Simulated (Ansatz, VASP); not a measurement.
**InSe: VASP beside Ansatz**

File INCAR:

```
SYSTEM = InSe
PREC     = Accurate       ! precision mode
ENCUT    = 520            ! plane-wave cutoff, eV
EDIFF    = 1E-8           ! SCF threshold, eV
ISMEAR   = -1             ! smearing method
SIGMA    = 0.01           ! smearing width, eV
LREAL    = .FALSE.        ! projectors in reciprocal space
LASPH    = .TRUE.         ! aspherical terms in the spheres
NELM     = 100            ! most SCF steps
ALGO     = Normal         ! electronic algorithm
ISIF     = 2              ! what is computed and relaxed
LWAVE    = .FALSE.        ! write WAVECAR
LCHARG   = .FALSE.        ! write CHGCAR
GGA      = PE             ! functional
LEFG     = .TRUE.       
NBANDS   = 27             ! bands
```

File KPOINTS:

```
Automatic mesh
0
G
  7 7 7
  0 0 0
```

POSCAR

```
InSe
1.0
    1.8579290952      0.9999502918      8.2693495002
   -2.1420702054      1.0599502812      8.3293494897
   -0.0901090399     -2.4341507230      8.3513110101
In Se
2 2
Direct
    0.0000000000      0.0000000000      0.0000000000
    0.1122000000      0.1122000000      0.1122000000
    0.6155000000      0.6155000000      0.6155000000
    0.8300000000      0.8300000000      0.8300000000
```

Input for Ansatz:

```yaml
crystal:
  lattice:
    - [1.8579290952, 0.9999502918, 8.2693495002]
    - [-2.1420702054, 1.0599502812, 8.3293494897]
    - [-0.0901090399, -2.434150723, 8.3513110101]
  atoms:
    - { symbol: In, position: [0.0, 0.0, 0.0] }
    - { symbol: In, position: [0.1122, 0.1122, 0.1122] }
    - { symbol: Se, position: [0.6155, 0.6155, 0.6155] }
    - { symbol: Se, position: [0.83, 0.83, 0.83] }
kpoints:
  mp_grid: { grid: [7, 7, 7] }
scf:
  occupations: { method: fermi_dirac, width: 0.01 }
hamiltonian:
  xc: pbe
  pseudopotentials: { kind: all_electron, datasets: crystal }
output:
  forces: true
  stress: true
  eigenvalues: true
  efg: { contact_densities: true }
```

Change from the starting cell: equal xy, yz and zx shear strains of -3 %, crystal datasets.

Alike in both runs: task electric field gradients; functional PBE; k mesh 7 × 7 × 7; occupations fermi-dirac, width 0.01 eV; no spin polarisation.

|  | VASP | Ansatz |
| --- | --- | --- |
| version | VASP 6.6.1 | Ansatz 0.2.0 |
| potentials or method | VASP PAW PBE potentials, release 64 (In_d, Se), cutoff 520 eV | all-electron PAW with datasets made for the crystal, scalar-relativistic |

Ansatz gave:

| Property | Result |
| --- | --- |
| gap on the k mesh at the Fermi level (eV) | 0.72 |
| pressure (GPa) | 3.1 |
| traceless stress, the component that is largest in VASP (GPa) | 1.24 |
| rms of the force components (eV/Å) | 0.239 |
| size of Vzz on the site where it differs most (V/Å²) | 65.9 |

Problem. Estimate VASP's values.

Solution. gap on the k mesh at the Fermi level (eV): 0.70; pressure (GPa): 3.1; traceless stress, the component that is largest in VASP (GPa): 1.24; rms of the force components (eV/Å): 0.245; size of Vzz on the site where it differs most (V/Å²): 62.9.

Atom by atom the forces differ by 0.009 eV/Å (rms over components). Ansatz ran all-electron here, and VASP with PAW potentials.
